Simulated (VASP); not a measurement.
Crystal: Te7Se.

```
CELL_PARAMETERS angstrom
0.00000 5.06750 5.06750
5.06750 0.00000 5.06750
5.06750 5.06750 0.00000
ATOMIC_POSITIONS crystal
Te 0.50000 0.00000 0.00000
Te 0.00000 0.50000 0.50000
Te 0.00000 0.50000 0.00000
Te 0.50000 0.00000 0.50000
Te 0.00000 0.00000 0.50000
Te 0.50000 0.50000 0.00000
Te 0.50000 0.50000 0.50000
Se 0.00000 0.00000 0.00000
```

| Quantity | Value |
| --- | --- |
| Program | VASP 6.6.1 |
| Task | relaxation of cell and atoms |
| Functional | PBE |
| Potentials or basis | VASP PAW PBE potentials, release 64 (Te, Se) |
| Cutoff | 600 eV |
| k mesh | 4 × 4 × 4 |
| Occupations | gaussian, width 0.1 eV |
| Spin | no spin polarisation |

At the start: pressure -6.5 GPa; volume 32.53 Å³/atom.

Problem. How do energy, volume and symmetry change on relaxing?

Solution. Over 3 steps the energy falls by 127.8 meV/atom and the volume is 27.24 Å³/atom (-16.3 %); space group Fm-3m (No. 225, to 0.05 Å).

Step by step:
```tsv
step	energy change (eV)	largest force (eV/Å)	pressure (GPa)	volume (Å³)
1	0.0000	0.0000	-6.49	260.26
2	-1.0069	0.0000	1.20	213.68
3	-1.0228	0.0000	0.02	217.94
```

Final structure:
```
Te Se
1.0
     0.00000    4.77642    4.77642
     4.77642    0.00000    4.77642
     4.77642    4.77642    0.00000
Te Se
7 1
Cartesian
  0.0000 2.3882 2.3882
  4.7764 2.3882 2.3882
  2.3882 0.0000 2.3882
  2.3882 4.7764 2.3882
  2.3882 2.3882 0.0000
  2.3882 2.3882 4.7764
  4.7764 4.7764 4.7764
  0.0000 0.0000 0.0000
```

Caveat: the volume moved by over 15 % at a fixed basis, so the end points are rough.
